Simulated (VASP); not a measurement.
Input of a VASP 6.6.1 run:

POSCAR

```
MnNi3
1.0
    3.5491098362      0.0000000000      0.0000000000
    0.0000000000      3.5491098362      0.0000000000
    0.0000000000      0.0000000000      3.5491098362
Mn Ni
1 3
Direct
    0.0000000000      0.0000000000      0.0000000000
    0.0000000000      0.5000000000      0.5000000000
    0.5000000000      0.0000000000      0.5000000000
    0.5000000000      0.5000000000      0.0000000000
```

File INCAR.step1:

```
PREC = Accurate
ENCUT = 520
ISMEAR = 0
SIGMA = 0.1
LREAL = F
LASPH = T
NELM = 150
ISPIN = 2
MAGMOM = 3.9 0.82 0.82 0.82
LMAXMIX = 4
NBANDS = 34
GGA = PE
ALGO = Normal
EDIFF = 1E-4
LWAVE = T
LCHARG = F
```

The input INCAR.step2:

```
PREC = Accurate
ENCUT = 520
EDIFF = 1E-7
ISMEAR = 0
SIGMA = 0.1
LREAL = F
LASPH = T
NELM = 150
ALGO = Normal
ISIF = 2
LWAVE = F
LCHARG = T
ISPIN = 2
MAGMOM = 3.9 0.82 0.82 0.82
LORBIT = 11
LMAXMIX = 4
METAGGA = R2SCAN
LMIXTAU = T
LELF = T
LVHAR = T
NBANDS = 34
ISTART = 1
```

File KPOINTS:

```
Automatic mesh
0
Gamma
  14 14 14
```

Potentials or basis: VASP PAW PBE potentials, release 64 (Mn_pv, Ni).

The run is started by

```console
$ cat potpaw_PBE.64/Mn_pv/POTCAR potpaw_PBE.64/Ni/POTCAR > POTCAR
$ cp INCAR.step1 INCAR
$ mpirun -np 1 vasp_std > vasp.out
$ cp INCAR.step2 INCAR
$ mpirun -np 1 vasp_std > vasp.out
```

Problem. Estimate the site moments.

Solution. Mn +3.62; Ni +0.66 μB.

Problem. What does it give for the pressure?

Solution. 0.3 GPa.

Caveat: the PAW data sets were made with another functional, which shifts forces and pressure a little.
